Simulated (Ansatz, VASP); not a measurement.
# Two plane-wave programs on C

The input INCAR:

```
SYSTEM = C
PREC = Accurate
ENCUT = 1300
EDIFF = 1E-6
ISMEAR = 0
SIGMA = 0.05
LREAL = .False.
LASPH = .True.
NELM = 120
ALGO = Normal
ISIF = 2
LWAVE = .False.
LCHARG = .True.
LELF = .True.
LVHAR = .True.
NBANDS = 11
GGA_COMPAT = .False.
```

Contents of KPOINTS:

```
Automatic mesh
0
Gamma
  12 12 12
  0 0 0
```

Contents of POSCAR:

```
C
1.0
    0.0000000000      1.7503196182      1.7966710835
    1.7503196182      0.0000000000      1.7966710835
    1.7503196182      1.7503196182      0.0000000000
C
2
Direct
    0.5000000000      0.5000000000      0.5000000000
    0.7500000000      0.7500000000      0.7500000000
```

Input for Ansatz:

```yaml
crystal:
  lattice:
    - [0.0, 1.7503196182, 1.7966710835]
    - [1.7503196182, 0.0, 1.7966710835]
    - [1.7503196182, 1.7503196182, 0.0]
  atoms:
    - { symbol: C, position: [0.5, 0.5, 0.5] }
    - { symbol: C, position: [0.75, 0.75, 0.75] }
basis:
  ecutwfc: 520.0
kpoints:
  mp_grid: { grid: [12, 12, 12] }
hamiltonian:
  xc: lda
  pseudopotentials: { kind: paw, azcp: { folder: soft_1 } }
scf:
  occupations: { method: gaussian, width: 0.05 }
output:
  forces: true
  stress: true
  eigenvalues: true
```

Change from the starting cell: strain +e along x and -e along y +0.0000, strain +e along z and -e/2 along x and y +0.0175.

Alike in both runs: task single point; functional LDA; k mesh 12 × 12 × 12; occupations gaussian, width 0.05 eV; no spin polarisation.

|  | VASP | Ansatz |
| --- | --- | --- |
| version | VASP 6.6.1 | Ansatz 0.2.0 |
| potentials or method | VASP PAW LDA potentials, release 64 (C_h), cutoff 1300 eV | scalar-relativistic, plane waves, PAW |
| valence electrons in the cell | 8 | 8 |

```tsv
	VASP	Ansatz	Ansatz less VASP
gap on the k mesh at the Fermi level (eV)	3.86	3.87	+0.006
least direct gap on the mesh (eV)	5.39	5.39	-0.002
pressure (GPa)	1.1	0.1	-1.00
traceless stress, the component that is largest in VASP (GPa)	-17.10	-17.11	-0.008
```

Ansatz warns that its potentials were made for another functional, while VASP's fit it. LDA's correlation is that of Perdew and Zunger in VASP and of Perdew and Wang (1992) in Ansatz.
